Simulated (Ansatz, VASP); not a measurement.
H: VASP beside Ansatz

```xyz
1
Lattice="0.0000 1.1325 1.1325 1.1325 0.0000 1.1325 1.1325 1.1325 0.0000" Properties=species:S:1:pos:R:3 pbc="T T T"
H     0.0000    0.0000    0.0000
```

Alike in both runs: functional PBEsol; k mesh 12 × 12 × 12; occupations gaussian, width 0.1 eV; no spin polarisation.

Ansatz relaxed the structure, and its values are those at the end. VASP's run is a single point on that final structure, the one shown.

|  | VASP | Ansatz |
| --- | --- | --- |
| version | VASP 6.6.1 | Ansatz 0.2.0 |
| potentials or method | VASP PAW PBE potentials, release 64 (H), cutoff 520 eV | scalar-relativistic, plane waves, PAW |
| valence electrons in the cell | 1 | 1 |

VASP gave:

| Property | Result |
| --- | --- |
| gap on the k mesh at the Fermi level (eV) | none |
| pressure (GPa) | -0.7 |

Question: What did Ansatz give for the same quantities?

Answer: gap on the k mesh at the Fermi level (eV): none; pressure (GPa): 0.0.

VASP's potentials were made for PBE, not for PBEsol. A gap of «none» marks a metal or a gap that the smearing closes.

The k mesh is coarse, so the values compare programs but aren't converged.
